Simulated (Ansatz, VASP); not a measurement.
**Cs2Zn: VASP beside Ansatz**

```xyz
3
Lattice="5.7773 0.0000 0.0000 -2.8886 5.0033 0.0000 0.0000 0.0000 3.6726" Properties=species:S:1:pos:R:3 pbc="T T T"
Cs    0.0000    3.3355    1.8363
Cs    2.8886    1.6678    1.8363
Zn    0.0000    0.0000    0.0000
```

Alike in both runs: task single point; functional PBE; k mesh 6 × 6 × 6; occupations gaussian, width 0.1 eV; no spin polarisation.

|  | VASP | Ansatz |
| --- | --- | --- |
| version | VASP 6.6.1 | Ansatz 0.2.0 |
| potentials or method | VASP PAW PBE potentials, release 64 (Cs_sv, Zn), cutoff 520 eV | scalar-relativistic, plane waves, PAW |
| valence electrons in the cell | 30 | 30 |

```csv
,VASP,Ansatz,Ansatz less VASP
gap on the k mesh at the Fermi level (eV),none,none,-
pressure (GPa),5.5,5.4,-0.16
"traceless stress, the component that is largest in VASP (GPa)",-1.83,-1.79,+0.041
```

A gap of «none» marks a metal or a gap that the smearing closes.

Spin-orbit coupling is off throughout.
